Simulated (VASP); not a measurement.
# Al12NO in VASP: notebook

The runs below take Al12NO through single point, with PBE+D3(BJ).

Everything below comes from runs of VASP 6.6.1. Logs are shortened: lines on timing, memory, paths and dates and some standing lists are left out, and cuts for length are marked.

## 1. The cell of the first run

The cell holds a slab with vacuum, 14 atoms: a = 5.728 Å, b = 5.728 Å, c = 18.677 Å, α = 90.00°, β = 90.00°, γ = 60.00°.

## 2. Single point, PBE+D3(BJ)

File INCAR:

```
SYSTEM = Al12NO
ALGO     = Normal         ! electronic algorithm
EDIFF    = 1E-6           ! SCF threshold, eV
ENCUT    = 520            ! plane-wave cutoff, eV
GGA      = PE             ! functional
ISIF     = 2              ! what is computed and relaxed
ISMEAR   = -1             ! smearing method
IVDW     = 12             ! dispersion correction
LASPH    = .TRUE.         ! aspherical terms in the spheres
LCHARG   = .FALSE.        ! write CHGCAR
LREAL    = .FALSE.        ! projectors in reciprocal space
LWAVE    = .FALSE.        ! write WAVECAR
NBANDS   = 36             ! bands
NELM     = 100            ! most SCF steps
PREC     = Accurate       ! precision mode
SIGMA    = 0.1            ! smearing width, eV
```

File KPOINTS:

```
k-points
0
G
  3 3 1
  0 0 0
```

File POSCAR:

```
Al12NO
1.0
    5.7275650000      0.0000000000      0.0000000000
    2.8637820000      4.9602170000      0.0000000000
    0.0000000000      0.0000000000     18.6765370000
Al N O
12 1 1
Direct
    0.1666684945      0.1666660955      0.0535431167
    0.6666715499      0.1666660955      0.0535431167
    0.1666709227      0.6666643818      0.0535431167
    0.6666739781      0.6666643818      0.0535431167
   -0.1655103713      0.3351063068      0.1793694409
    0.3321641188      0.3344208530      0.1792248745
   -0.1690463266      0.8373625589      0.1803599886
    0.3330677816      0.8342578561      0.1789089701
   -0.0025619092      0.0020160408      0.3069894596
    0.5026089426      0.0025402114      0.3082155969
    0.0036505439      0.4933655120      0.3057151334
    0.4990874614      0.5019740064      0.3057526136
    0.3308464014     -0.0336074006      0.4261336028
    0.3511216282     -0.0121768866      0.4868836230
```

Potentials or basis: VASP PAW PBE potentials, release 64 (Al, N, O).

Run with:

```console
cat potpaw_PBE.64/Al/POTCAR potpaw_PBE.64/N/POTCAR potpaw_PBE.64/O/POTCAR > POTCAR
mpirun -np 1 vasp_std > vasp.out
```

OUTCAR:

```text
SYSTEM = Al12NO
   EDIFF = 1E-6
   ENCUT = 520
   GGA = PE
   ISIF = 2
   ISMEAR = -1
   IVDW = 12
   LASPH = .TRUE.
   LREAL = .FALSE.
   NELM = 100
   PREC = Accurate
 IVDW          = 12

 ion  position               nearest neighbor table
   1  0.167  0.167  0.054-   8 2.86   4 2.86   2 2.86   3 2.86   3 2.86   2 2.86   4 2.86   5 2.87
                             6 2.87
   2  0.667  0.167  0.054-   1 2.86   3 2.86   4 2.86   4 2.86   3 2.86   1 2.86   6 2.87   7 2.88
                             5 2.88
   3  0.167  0.667  0.054-   4 2.86   2 2.86   1 2.86   1 2.86   2 2.86   4 2.86   6 2.87   8 2.87
                             7 2.90
   4  0.667  0.667  0.054-   1 2.86   3 2.86   2 2.86   2 2.86   3 2.86   1 2.86   8 2.87   5 2.87
                             7 2.89
   5  0.834  0.335  0.179-   6 2.85   7 2.86   8 2.86  11 2.86   8 2.87   7 2.87   4 2.87   1 2.87
                             6 2.88   2 2.88  12 2.89   9 2.90
   6  0.332  0.334  0.179-   5 2.85   7 2.85   8 2.86   8 2.87   3 2.87  11 2.87   1 2.87   2 2.87
                             7 2.88   5 2.88  12 2.89  10 2.92
   7  0.831  0.837  0.180-   6 2.85   8 2.86   5 2.86   5 2.87   8 2.87   6 2.88   2 2.88   9 2.88
                            10 2.89   4 2.89   3 2.90  11 2.90
   8  0.333  0.834  0.179-   7 2.86   6 2.86   5 2.86   1 2.86   6 2.87   5 2.87   4 2.87   7 2.87
                             3 2.87  12 2.89   9 2.91  10 2.94
   9  0.997  0.002  0.307-  11 2.83  10 2.83  12 2.86  12 2.87   7 2.88  10 2.89  11 2.90   5 2.90
                             8 2.91
  10  0.503  0.003  0.308-  13 2.46   9 2.83  11 2.84  12 2.85  12 2.88   7 2.89  11 2.89   9 2.89
                             6 2.92   8 2.94
  11  0.004  0.493  0.306-   9 2.83  10 2.84  12 2.86   5 2.86  12 2.87   6 2.87  10 2.89   9 2.90
                             7 2.90
  12  0.499  0.502  0.306-  10 2.85   9 2.86  11 2.86  11 2.87   9 2.87  10 2.88   8 2.89   6 2.89
                             5 2.89
  13  0.331  0.966  0.426-  14 1.15  10 2.46
  14  0.351  0.988  0.487-  13 1.15

  LATTYP: Found a hexagonal cell.
 ALAT       =     5.7275649303
 C/A-ratio  =     3.2608162853

  Lattice vectors:

 A1 = (  -2.8637820000,  -4.9602170000,   0.0000000000)
 A2 = (   5.7275650000,   0.0000000000,   0.0000000000)
 A3 = (   0.0000000000,   0.0000000000,  18.6765370000)

Analysis of symmetry for initial positions (statically):
=====================================================================
 Subroutine PRICEL returns:
 Original cell was already a primitive cell.

 Routine SETGRP: Setting up the symmetry group for a
 hexagonal supercell.

 Subroutine GETGRP returns: Found  1 space group operations
 (whereof  1 operations were pure point group operations)
 out of a pool of 24 trial point group operations.

The static configuration has the point symmetry C_1 .

Analysis of symmetry for dynamics (positions and initial velocities):
=====================================================================
 Subroutine PRICEL returns:
 Original cell was already a primitive cell.

 Routine SETGRP: Setting up the symmetry group for a
 hexagonal supercell.

 Subroutine GETGRP returns: Found  1 space group operations
 (whereof  1 operations were pure point group operations)
 out of a pool of 24 trial point group operations.

The dynamic configuration has the point symmetry C_1 .

 Subroutine INISYM returns: Found  1 space group operations
 (whereof  1 operations are pure point group operations),
 and found     1 'primitive' translations

----------------------------------------------------------------------------------------

                                     Primitive cell

  volume of cell :     530.5998

  direct lattice vectors                    reciprocal lattice vectors
     5.727565000  0.000000000  0.000000000     0.174594265 -0.100802024  0.000000000
     2.863782000  4.960217000  0.000000000     0.000000000  0.201604083  0.000000000
     0.000000000  0.000000000 18.676537000     0.000000000  0.000000000  0.053543117

  length of vectors
     5.727565000  5.727564930 18.676537000     0.201604081  0.201604083  0.053543117

  position of ions in fractional coordinates (direct lattice)
     0.166668495  0.166666095  0.053543117
     0.666671550  0.166666095  0.053543117
     0.166670923  0.666664382  0.053543117
     0.666673978  0.666664382  0.053543117
     0.834489629  0.335106307  0.179369441
     0.332164119  0.334420853  0.179224875
[... 38 lines left out ...]
     0.000000000  0.067201361  0.000000000     0.000000000  0.333333333  0.000000000
     0.000000000  0.000000000  0.053543117     0.000000000  0.000000000  1.000000000

  Length of vectors
     0.067201360  0.067201361  0.053543117

  Shift w.r.t. Gamma in fractional coordinates (k-lattice)
     0.000000000  0.000000000  0.000000000

 Subroutine IBZKPT returns following result:
 ===========================================

 Found      5 irreducible k-points:

 Following reciprocal coordinates:
            Coordinates               Weight
  0.000000  0.000000  0.000000      1.000000
  0.333333  0.000000  0.000000      2.000000
  0.333333  0.333333  0.000000      2.000000
  0.000000  0.333333  0.000000      2.000000
 -0.333333  0.333333  0.000000      2.000000
   k-points           NKPTS =      5   k-points in BZ     NKDIM =      5   number of bands    NBANDS=     36
   number of dos      NEDOS =    301   number of ions     NIONS =     14
   total plane-waves  NPLWV = 322560
   dimension x,y,z NGX =    48 NGY =   48 NGZ =  140
   dimension x,y,z NGXF=    96 NGYF=   96 NGZF=  280
   ions per type =              12   1   1
   NGX,Y,Z   is equivalent  to a cutoff of  13.93, 13.93, 12.46 a.u.
   NGXF,Y,Z  is equivalent  to a cutoff of  27.86, 27.86, 24.92 a.u.
 SYSTEM =  Al12NO
   PREC   = accura    normal or accurate (medium, high low for compatibility)
   ISTART =      0    job   : 0-new  1-cont  2-samecut
   ICHARG =      2    charge: 1-file 2-atom 10-const
   ISPIN  =      1    spin polarized calculation?
   LNONCOLLINEAR =      F non collinear calculations
   LSORBIT =      F    spin-orbit coupling
   LASPH  =      T    aspherical Exc in radial PAW
   ENCUT  =  520.0 eV  38.22 Ry    6.18 a.u.  10.65 10.65 34.73*2*pi/ulx,y,z
   NELM   =    100;   NELMIN=  2; NELMDL= -5     # of ELM steps
   EDIFF  = 0.1E-05   stopping-criterion for ELM
   LREAL  =      F    real-space projection
   EDIFFG = 0.1E-04   stopping-criterion for IOM
   NSW    =      0    number of steps for IOM
   IBRION =     -1    ionic relax: 0-MD 1-quasi-New 2-CG
   NFREE  =      0    steps in history (QN), initial steepest desc. (CG)
   ISIF   =      2    stress and relaxation
   ISYM   =      2    0-nonsym 1-usesym 2-fastsym
   POTIM  = 0.5000    time-step for ionic-motion
   TEBEG  =    0.0;   TEEND  =   0.0 temperature during run
   PSTRESS=    0.0 pullay stress
   NELECT =      47.0000    total number of electrons
   NUPDOWN=      -1.0000    fix difference up-down
   EMIN   =  10.00;   EMAX   =-10.00  energy-range for DOS
   EFERMI =   0.00;   METHOD = LEGACY
   ISMEAR =    -1;   SIGMA  =   0.10  broadening in eV -4-tet -1-fermi 0-gaus
   EFERMI_NEDOS =   21; number of points for ismear=-14 and -15
   IALGO  =     38    algorithm
   IMIX   =      4    mixing-type and parameters
     AMIX     =   0.40;   BMIX     =  1.00
     AMIX_MAG =   1.60;   BMIX_MAG =  1.00
  volume/ion in A,a.u.               =      37.90       255.76
  Fermi-wavevector in a.u.,A,eV,Ry     =   0.729768  1.379062  7.245946  0.532562
  Thomas-Fermi vector in A             =   1.821572
   LORBIT       =      0    0 simple, 1 ext, 2 COOP (PROOUT), +10 PAW based schemes
   GGA     = PE    functional components
   LHFCALC =     F    Hartree Fock is set to
   AEXX    =    0.0000 exact exchange contribution
   IVDW    =    12    specifies the selected vdW correction
   LEPSILON=     F    determine dielectric tensor
   LRPA    =     F    only Hartree local field effects (RPA)
 non-spin polarized calculation
  energy-cutoff  :      520.00
  volume of cell :      530.60
 maximum number of plane-waves:     14349
 NGX is ok and might be reduce to    42
   NGX = 21   NGY = 21   NGZ = 69

 number of electron      47.0000002 magnetization

 Free energy of the ion-electron system (eV)
  ---------------------------------------------------
  ext. energy  EPLUGINS =         0.00000000
  ---------------------------------------------------
  free energy    TOTEN  =       -55.28821788 eV

  energy without entropy =      -55.01388242  energy(sigma->0) =      -55.15105015

 E-fermi :   0.5988     XC(G=0):  -5.2511

 val. band max:        0.5067974161   @ k =   0.0000   0.0000   0.0000
 cond. band min:       0.6046451950   @ k =   0.3333   0.3333   0.0000
 fundamental gap:      0.0978477790
 Fermi energy:         0.5988016152

 k-point     1 :       0.0000    0.0000    0.0000
  band No.  band energies     occupation
      1     -26.3571      2.00000
      2     -11.7259      2.00000
      3      -9.6832      2.00000
      4      -8.1536      2.00000
      5      -7.5930      2.00000
      6      -7.5443      2.00000
[... 179 lines left out ...]
     34       3.7241      0.00000
     35       4.1244      0.00000
 [bands above 35 left out]

------------------------ aborting loop because EDIFF is reached ----------------------------------------

 Edisp (eV)   -2.87565

 E8    (eV) :    -1.3174

  FORCE on cell =-STRESS in cart. coord.  units (eV):
  Direction    XX          YY          ZZ          XY          YZ          ZX
  --------------------------------------------------------------------------------------
  -------------------------------------------------------------------------------------
  Total      -7.90185    -8.43875    -0.99357     0.19510     0.09988     0.39535
  in kB     -23.86010   -25.48130    -3.00013     0.58913     0.30158     1.19377
  external pressure =      -17.45 kB  Pullay stress =        0.00 kB

 VOLUME and BASIS-vectors are now :
 -----------------------------------------------------------------------------
  energy-cutoff  :      520.00
  volume of cell :      530.60
      direct lattice vectors                 reciprocal lattice vectors
     5.727565000  0.000000000  0.000000000     0.174594265 -0.100802024  0.000000000
     2.863782000  4.960217000  0.000000000     0.000000000  0.201604083  0.000000000
     0.000000000  0.000000000 18.676537000     0.000000000  0.000000000  0.053543117

 POSITION                                       TOTAL-FORCE (eV/Angst)
 -----------------------------------------------------------------------------------
      1.43190      0.82670      1.00000         0.020291     -0.036125      0.062935
      4.29570      0.82670      1.00000        -0.013043      0.010885      0.063949
      2.86380      3.30680      1.00000         0.019136     -0.018150      0.114990
      5.72760      3.30680      1.00000        -0.014883      0.006427      0.107414
      5.73926      1.66220      3.35000        -0.016199      0.035834      0.016138
      2.86020      1.65880      3.34730         0.046367      0.034612      0.029084
      7.15737      4.15350      3.36850         0.015829      0.040302      0.024202
      4.29680      4.13810      3.34140         0.002688      0.019316      0.088395
      5.71866      0.01000      5.73350        -0.059595     -0.009611      0.048588
      2.88600      0.01260      5.75640         0.029502     -0.018249      0.281739
      1.43380      2.44720      5.70970         0.000571      0.019101      0.010278
      4.29610      2.48990      5.71040         0.012149      0.003368     -0.012341
      4.66248      4.79352      7.95870        -0.628991     -0.470298     -3.515720
      4.83998      4.89982      9.09330         0.586178      0.382587      2.680349
 -----------------------------------------------------------------------------------
    total drift:                               -0.000137     -0.000299      0.001692

  FREE ENERGIE OF THE ION-ELECTRON SYSTEM (eV)
  ---------------------------------------------------
  free  energy   TOTEN  =       -58.1638690513 eV

  energy  without entropy=      -57.8895335911  energy(sigma->0) =      -58.02670132
```

Run time: 13 min. Hardware: 1 thread of Intel Xeon 8259CL, shared host; peak memory 0.65 GiB.

What came out:

* Free energy: -58.1639 eV
* Largest force: 3.602 eV/Å
* Band gap on the k mesh: zero (an odd number of electrons rules out a gap without spin polarisation)
* Dispersion energy per atom: -0.205 eV

Forces on the atoms (eV/Å):
```
Al   0.020 -0.036  0.063
Al  -0.013  0.011  0.064
Al   0.019 -0.018  0.115
Al  -0.015  0.006  0.107
Al  -0.016  0.036  0.016
Al   0.046  0.035  0.029
Al   0.016  0.040  0.024
Al   0.003  0.019  0.088
Al  -0.060 -0.010  0.049
Al   0.030 -0.018  0.282
Al   0.001  0.019  0.010
Al   0.012  0.003 -0.012
N   -0.629 -0.470 -3.516
O    0.586  0.383  2.680
```

Caveat: the k points lie up to 0.42 Å⁻¹ apart, too coarse for converged energies and pressures of a metal; the standard files for N, O and F lose accuracy on very short bonds; there is no dipole correction, which matters where the two faces differ; an odd number of electrons without spin polarisation forces a metal; a magnetic or distorted state may lie lower.

(Part 1 of 2 ends here.)

The gap in the log of VASP goes by the Fermi energy; the results here count the filled bands.